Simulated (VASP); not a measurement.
Input of a VASP 6.6.1 run:

File INCAR:

```
SYSTEM = Sr
  ALGO = Normal
  EDIFF = 1E-6
  EDIFFG = -0.03
  ENCUT = 600
  GGA = PS
  IBRION = 2
  ISIF = 3
  ISMEAR = 1
  LASPH = .True.
  LCHARG = .False.
  LREAL = .False.
  LWAVE = .False.
  NELM = 80
  NSW = 80
  PREC = Accurate
  PSTRESS = 100.0
  SIGMA = 0.05
```

Contents of KPOINTS:

```
k-points
0
Gamma
  4 4 4
  0 0 0
```

POSCAR

```
Sr
1.0
    0.0000000000      4.1850000000      4.1850000000
    4.1850000000      0.0000000000      4.1850000000
    4.1850000000      4.1850000000      0.0000000000
Sr
2
Direct
    0.0000000000      0.0000000000      0.0000000000
    0.2500000000      0.2500000000      0.2500000000
```

Potentials or basis: VASP PAW PBE potentials, release 64 (Sr_sv).

The run is started by

```sh
$ cat potpaw_PBE.64/Sr_sv/POTCAR > POTCAR
$ mpirun -np 1 vasp_std > vasp.out
```

**Question.** What does it give for the relaxed cell?

**Answer.** a = 4.449 Å, b = 4.449 Å, c = 4.449 Å, α = 60.00°, β = 60.00°, γ = 60.00°.

**Question.** Predict the space group after relaxing (to 0.1 Å).

**Answer.** Fd-3m (No. 227).

**Question.** What does it give for the band gap on the k mesh?

**Answer.** Zero (bands 10 and 11 overlap by 0.45 eV).

The path:
```csv
step,energy change (eV),largest force (eV/Å),pressure (GPa),volume (Å³)
1,0.0000,0.0000,1.22,146.59
2,0.9990,0.0000,3.83,76.81
3,2.0092,0.0000,15.60,56.69
4,1.4515,0.0000,8.57,64.27
5,1.5523,0.0000,9.81,62.51
6,1.6312,0.0000,10.84,61.29
7,1.5342,0.0000,9.58,62.81
8,1.5666,0.0000,10.00,62.28
```

Caveat: the cell is relaxed towards a set pressure, so the run minimises the enthalpy, not the energy; the volume moved by over 15 % at a fixed basis, so the end points are rough; the PAW data sets were made with another functional, which shifts forces and pressure a little.
